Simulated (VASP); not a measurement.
A run of VASP 6.6.1:

The input INCAR:

```
SYSTEM = Cu
ALGO = Normal
EDIFF = 1E-6
ENCUT = 600
GGA = PE
GGA_COMPAT = .False.
ISIF = 2
ISMEAR = 1
LASPH = .True.
LCHARG = .True.
LELF = .True.
LREAL = .False.
LVHAR = .True.
LWAVE = .False.
NBANDS = 12
NELM = 120
PREC = Accurate
SIGMA = 0.1
```

The input KPOINTS:

```
k-points
0
Gamma
  13 13 13
  0 0 0
```

File POSCAR:

```
Cu
1.0
    0.0000000000      1.8075000000      1.8075000000
    1.8075000000      0.0000000000      1.8075000000
    1.8075000000      1.8075000000      0.0000000000
Cu
1
Direct
    0.0000000000      0.0000000000      0.0000000000
```

Potentials or basis: VASP PAW PBE potentials, release 64 (Cu).

Command:

```bash
$ cat potpaw_PBE.64/Cu/POTCAR > POTCAR
$ mpirun -np 1 vasp_std > vasp.out
```

Hardware: 1 thread of AMD EPYC 9R45 (Zen 5), with other jobs on the host.

Q: Estimate the wall time of this run.

A: Wall time 8.8 s on 1 thread of AMD EPYC 9R45 (Zen 5) (shared host), peak memory 0.1 GiB. Counts: scf iterations 12, k points 84.
